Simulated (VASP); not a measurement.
# Te2Mo (P6_3/mmc) in VASP: further runs, part 2 of 2

VASP 6.6.1. The steps go on from the part before.

### Step 3. Single point, r2SCAN+D3(BJ)

This run uses another cell than the first one, of 23.97 Å³/atom, 1.021 times its volume.

The input, POSCAR:

```
Te2Mo
1.0
    3.4706509280      0.0000000000      0.0000000000
   -1.7353254640      3.0056718713      0.0000000000
    0.0000000000      0.0000000000     13.7847444167
Te Mo
4 2
Direct
    0.6666666667      0.3333333333      0.3790000000
    0.3333333333      0.6666666667      0.8790000000
    0.6666666667      0.3333333333      0.1210000000
    0.3333333333      0.6666666667      0.6210000000
    0.6666666667      0.3333333333      0.7500000000
    0.3333333333      0.6666666667      0.2500000000
```

The input, INCAR.step1:

```
SYSTEM = Te2Mo
ALGO = Normal ; EDIFF = 1E-4
ENCUT = 520 ; GGA = PE
ISMEAR = -1 ; LASPH = .TRUE.
LCHARG = .FALSE. ; LREAL = .FALSE.
LWAVE = .TRUE. ; NBANDS = 35
NELM = 100 ; PREC = Accurate
SIGMA = 0.05
```

The input, INCAR.step2:

```
SYSTEM = Te2Mo
ALGO = Normal ; EDIFF = 1E-6
ENCUT = 520 ; ISIF = 2
ISMEAR = -1 ; ISTART = 1
IVDW = 12 ; LASPH = .TRUE.
LCHARG = .TRUE. ; LELF = .TRUE.
LMIXTAU = .TRUE. ; LREAL = .FALSE.
LVHAR = .TRUE. ; LWAVE = .FALSE.
METAGGA = R2SCAN ; NBANDS = 35
NELM = 100 ; PREC = Accurate
SIGMA = 0.05 ; VDW_A1 = 0.49484001
VDW_A2 = 5.73083694 ; VDW_S6 = 1.0
VDW_S8 = 0.78981345
```

The input, KPOINTS:

```
k-points
0
G
  9 9 2
  0 0 0
```

Potentials or basis: VASP PAW PBE potentials, release 64 (Te, Mo_sv).

On the command line:

```sh
$ cat potpaw_PBE.64/Te/POTCAR potpaw_PBE.64/Mo_sv/POTCAR > POTCAR
$ cp INCAR.step1 INCAR
$ mpirun -np 1 vasp_std > vasp.out
$ cp INCAR.step2 INCAR
$ mpirun -np 1 vasp_std > vasp.out
```

OUTCAR:

```text
SYSTEM = Te2Mo
   EDIFF = 1E-6
   ENCUT = 520
   ISIF = 2
   ISMEAR = -1
   ISTART = 1
   IVDW = 12
   LASPH = .TRUE.
   LREAL = .FALSE.
   METAGGA = R2SCAN
   NELM = 100
   PREC = Accurate
 IVDW          = 12

 ion  position               nearest neighbor table
   1  0.667  0.333  0.379-   6 2.68   6 2.68   6 2.68   3 3.56
   2  0.333  0.667  0.879-   5 2.68   5 2.68   5 2.68   4 3.56
   3  0.667  0.333  0.121-   6 2.68   6 2.68   6 2.68   1 3.56
   4  0.333  0.667  0.621-   5 2.68   5 2.68   5 2.68   2 3.56
   5  0.667  0.333  0.750-   2 2.68   4 2.68   2 2.68   4 2.68   2 2.68   4 2.68
   6  0.333  0.667  0.250-   1 2.68   3 2.68   1 2.68   3 2.68   1 2.68   3 2.68

  LATTYP: Found a hexagonal cell.
 ALAT       =     3.4706509280
 C/A-ratio  =     3.9718037632

  Lattice vectors:

 A1 = (   3.4706509280,   0.0000000000,   0.0000000000)
 A2 = (  -1.7353254640,   3.0056718713,   0.0000000000)
 A3 = (   0.0000000000,   0.0000000000,  13.7847444167)

Analysis of symmetry for initial positions (statically):
=====================================================================
 Subroutine PRICEL returns:
 Original cell was already a primitive cell.

 Routine SETGRP: Setting up the symmetry group for a
 hexagonal supercell.

 Subroutine GETGRP returns: Found 24 space group operations
 (whereof 12 operations were pure point group operations)
 out of a pool of 24 trial point group operations.

The static configuration has the point symmetry D_3d.
 The point group associated with its full space group is D_6h.

Analysis of symmetry for dynamics (positions and initial velocities):
=====================================================================
 Subroutine PRICEL returns:
 Original cell was already a primitive cell.

 Routine SETGRP: Setting up the symmetry group for a
 hexagonal supercell.

 Subroutine GETGRP returns: Found 24 space group operations
 (whereof 12 operations were pure point group operations)
 out of a pool of 24 trial point group operations.

The dynamic configuration has the point symmetry D_3d.
 The point group associated with its full space group is D_6h.

 Subroutine INISYM returns: Found 24 space group operations
 (whereof 12 operations are pure point group operations),
 and found     1 'primitive' translations

----------------------------------------------------------------------------------------

                                     Primitive cell

  volume of cell :     143.7975

  direct lattice vectors                    reciprocal lattice vectors
     3.470650928  0.000000000  0.000000000     0.288130388  0.166352157  0.000000000
    -1.735325464  3.005671871  0.000000000     0.000000000  0.332704315  0.000000000
     0.000000000  0.000000000 13.784744417     0.000000000  0.000000000  0.072543964

  length of vectors
     3.470650928  3.470650928 13.784744417     0.332704315  0.332704315  0.072543964

  position of ions in fractional coordinates (direct lattice)
     0.666666667  0.333333333  0.379000000
     0.333333333  0.666666667  0.879000000
     0.666666667  0.333333333  0.121000000
     0.333333333  0.666666667  0.621000000
[... 34 lines left out ...]
 ===========================================

 Found     24 irreducible k-points:

 Following reciprocal coordinates:
            Coordinates               Weight
  0.000000  0.000000  0.000000      1.000000
  0.111111  0.000000  0.000000      6.000000
  0.222222  0.000000  0.000000      6.000000
  0.333333 -0.000000  0.000000      6.000000
  0.444444  0.000000  0.000000      6.000000
  0.111111  0.111111  0.000000      6.000000
[... 16 lines left out ...]
  0.333333  0.222222  0.500000     12.000000
  0.333333  0.333333  0.500000      2.000000
   k-points           NKPTS =     24   k-points in BZ     NKDIM =     24   number of bands    NBANDS=     35
   number of dos      NEDOS =    301   number of ions     NIONS =      6
   total plane-waves  NPLWV =  84672
   dimension x,y,z NGX =    28 NGY =   28 NGZ =  108
   dimension x,y,z NGXF=    56 NGYF=   56 NGZF=  216
   ions per type =               4   2
   NGX,Y,Z   is equivalent  to a cutoff of  13.41, 13.41, 13.02 a.u.
   NGXF,Y,Z  is equivalent  to a cutoff of  26.82, 26.82, 26.05 a.u.
 SYSTEM =  Te2Mo
   PREC   = accura    normal or accurate (medium, high low for compatibility)
   ISTART =      1    job   : 0-new  1-cont  2-samecut
   ICHARG =      0    charge: 1-file 2-atom 10-const
   ISPIN  =      1    spin polarized calculation?
   LNONCOLLINEAR =      F non collinear calculations
   LSORBIT =      F    spin-orbit coupling
   LASPH  =      T    aspherical Exc in radial PAW
   ENCUT  =  520.0 eV  38.22 Ry    6.18 a.u.   6.45  6.45 25.63*2*pi/ulx,y,z
   NELM   =    100;   NELMIN=  2; NELMDL=  0     # of ELM steps
   EDIFF  = 0.1E-05   stopping-criterion for ELM
   LREAL  =      F    real-space projection
   EDIFFG = 0.1E-04   stopping-criterion for IOM
   NSW    =      0    number of steps for IOM
   IBRION =     -1    ionic relax: 0-MD 1-quasi-New 2-CG
   NFREE  =      0    steps in history (QN), initial steepest desc. (CG)
   ISIF   =      2    stress and relaxation
   ISYM   =      2    0-nonsym 1-usesym 2-fastsym
   POTIM  = 0.5000    time-step for ionic-motion
   TEBEG  =    0.0;   TEEND  =   0.0 temperature during run
   PSTRESS=    0.0 pullay stress
   NELECT =      52.0000    total number of electrons
   NUPDOWN=      -1.0000    fix difference up-down
   EMIN   =  10.00;   EMAX   =-10.00  energy-range for DOS
   EFERMI =   0.00;   METHOD = LEGACY
   ISMEAR =    -1;   SIGMA  =   0.05  broadening in eV -4-tet -1-fermi 0-gaus
   EFERMI_NEDOS =   21; number of points for ismear=-14 and -15
   IALGO  =     38    algorithm
   IMIX   =      4    mixing-type and parameters
     AMIX     =   0.40;   BMIX     =  1.00
     AMIX_MAG =   1.60;   BMIX_MAG =  1.00
  volume/ion in A,a.u.               =      23.97       161.73
  Fermi-wavevector in a.u.,A,eV,Ry     =   1.166341  2.204065 18.508703  1.360351
  Thomas-Fermi vector in A             =   2.302855
   LORBIT       =      0    0 simple, 1 ext, 2 COOP (PROOUT), +10 PAW based schemes
   METAGGA = R2SCAN    functional components
   LHFCALC =     F    Hartree Fock is set to
   AEXX    =    0.0000 exact exchange contribution
   IVDW    =    12    specifies the selected vdW correction
   LEPSILON=     F    determine dielectric tensor
   LRPA    =     F    only Hartree local field effects (RPA)
 non-spin polarized calculation
  energy-cutoff  :      520.00
  volume of cell :      143.80
 maximum number of plane-waves:      3915
 NGX is ok and might be reduce to    28
   NGX = 13   NGY = 13   NGZ = 51

 number of electron      51.9999998 magnetization

 Free energy of the ion-electron system (eV)
  ---------------------------------------------------
  ext. energy  EPLUGINS =         0.00000000
  ---------------------------------------------------
  free energy    TOTEN  =      -155.40955761 eV

  energy without entropy =     -155.40954847  energy(sigma->0) =     -155.40955304

 E-fermi :   9.0463     XC(G=0): -11.2395

 val. band max:        8.6430879332   @ k =   0.0000   0.0000   0.0000
 cond. band min:       9.5087645941   @ k =   0.2222   0.2222   0.0000
 fundamental gap:      0.8656766609
 Fermi energy:         9.0462780793

 k-point     1 :       0.0000    0.0000    0.0000
  band No.  band energies     occupation
      1     -54.1115      2.00000
      2     -54.1115      2.00000
      3     -27.5953      2.00000
      4     -27.5953      2.00000
      5     -27.4400      2.00000
      6     -27.4400      2.00000
[... 901 lines left out ...]
     34      12.7167      0.00000
     35      13.9342      0.00000

------------------------ aborting loop because EDIFF is reached ----------------------------------------

 Edisp (eV)   -1.57517

 E8    (eV) :    -0.5744

  FORCE on cell =-STRESS in cart. coord.  units (eV):
  Direction    XX          YY          ZZ          XY          YZ          ZX
  --------------------------------------------------------------------------------------
  -------------------------------------------------------------------------------------
  Total       4.70986     4.70986     5.19709    -0.00000     0.00000     0.00000
  in kB      52.47679    52.47679    57.90550    -0.00000     0.00000     0.00000
  external pressure =       54.29 kB  Pullay stress =        0.00 kB

 VOLUME and BASIS-vectors are now :
 -----------------------------------------------------------------------------
  energy-cutoff  :      520.00
  volume of cell :      143.80
      direct lattice vectors                 reciprocal lattice vectors
     3.470650928  0.000000000  0.000000000     0.288130388  0.166352157  0.000000000
    -1.735325464  3.005671871  0.000000000     0.000000000  0.332704315  0.000000000
     0.000000000  0.000000000 13.784744417     0.000000000  0.000000000  0.072543964

 POSITION                                       TOTAL-FORCE (eV/Angst)
 -----------------------------------------------------------------------------------
      1.73533      1.00189      5.22442         0.000000      0.000000      0.561893
     -0.00000      2.00378     12.11679         0.000000      0.000000      0.561893
      1.73533      1.00189      1.66795         0.000000      0.000000     -0.561893
     -0.00000      2.00378      8.56033         0.000000      0.000000     -0.561893
      1.73533      1.00189     10.33856         0.000000     -0.000000      0.000000
     -0.00000      2.00378      3.44619        -0.000000     -0.000000      0.000000
 -----------------------------------------------------------------------------------
    total drift:                               -0.000000      0.000000     -0.000000

  FREE ENERGIE OF THE ION-ELECTRON SYSTEM (eV)
  ---------------------------------------------------
  free  energy   TOTEN  =      -156.9847313515 eV

  energy  without entropy=     -156.9847222157  energy(sigma->0) =     -156.98472678
```

Run time: 3.8 min. Hardware: 1 thread of Intel Xeon 6975P-C (Granite Rapids), shared host; peak memory 0.35 GiB.

Results:

| Item | Value |
| --- | --- |
| Free energy | -156.9847 eV |
| Pressure | 5.4 GPa |
| Largest force | 0.562 eV/Å |
| Band gap on the k mesh | 0.87 eV, indirect (least direct gap 1.19 eV) |
| Dispersion energy per atom | -0.263 eV |

Forces in eV/Å, atoms in the order of the input:
```
Te   0.000  0.000  0.562
Te   0.000  0.000  0.562
Te   0.000  0.000 -0.562
Te   0.000  0.000 -0.562
Mo   0.000  0.000  0.000
Mo   0.000  0.000  0.000
```

Levels at points of the mesh, in eV from the valence-band top:
```tsv
k point	band 24	band 25	band 26	band 27	band 28	band 29
(0.00, 0.00, 0.00)	-1.19	-0.39	0.00	3.17	3.17	3.31
(0.00, 0.00, 0.50)	-1.21	-0.11	-0.11	3.21	3.21	3.21
```

Caveat: the PAW data sets were made with another functional, which shifts forces and pressure a little; spin-orbit coupling is left out, which moves the levels of the heavy elements.
